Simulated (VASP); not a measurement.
Set up this calculation in VASP 6.6.1, as the native input.

```yaml
Task: relaxation of the atoms
Functional: PBE
Potentials_or_basis: VASP PAW PBE potentials, release 64 (Si, C)
Cutoff: 520 eV
k_mesh: 12 × 12 × 6
Occupations: gaussian, width 0.05 eV
Spin: no spin polarisation
Dipole_correction: no
Further_INCAR_settings: ALGO = Normal; EDIFF = 1e-06; IBRION = 2; EDIFFG = -0.01; NSW = 50
```

The structure of SiC lies in POSCAR:

```
SiC
1.0
    3.1758056455      0.0000000000      0.0000000000
   -1.5879028227      2.7503283665      0.0000000000
    0.0000000000      0.0000000000      4.8097576501
Si C
2 2
Direct
    0.3333333333      0.6666666667      0.0045639005
    0.6666666667      0.3333333333      0.5045639005
    0.3333333333      0.6666666667      0.3804360995
    0.6666666667      0.3333333333      0.8804360995
```

This cell differs from its parent crystal: volume 10.503 Å^3 an atom, c/a of the conventional cell 1.5145.

These files were run (other wordings do the same):

INCAR

```
PREC = Accurate ; ENCUT = 520
EDIFF = 1E-6 ; ISMEAR = 0
SIGMA = 0.05 ; LREAL = F
LASPH = T ; NELM = 80
ALGO = Normal ; ISIF = 2
LWAVE = F ; LCHARG = F
GGA = PE ; IBRION = 2
NSW = 50 ; EDIFFG = -0.01
```

KPOINTS

```
Automatic mesh
0
Gamma
  12 12 6
```

Potentials or basis: VASP PAW PBE potentials, release 64 (Si, C).

Command:

```sh
$ cat potpaw_PBE.64/Si/POTCAR potpaw_PBE.64/C/POTCAR > POTCAR
$ mpirun -np 1 vasp_std > vasp.out
```

It gave:

```
Energy gained by relaxing : 12.7 meV/atom
Ionic steps               : 3
Pressure after relaxing   : 0.1 GPa
Band gap on the k mesh    : 1.70 eV, indirect (least direct gap 2.98 eV)
```

It took 59 s on 1 thread of Intel(R) Xeon(R) Platinum 8259CL CPU @ 2.50GHz (Skylake/Cascade Lake) (shared host), peak memory 0.17 GiB.
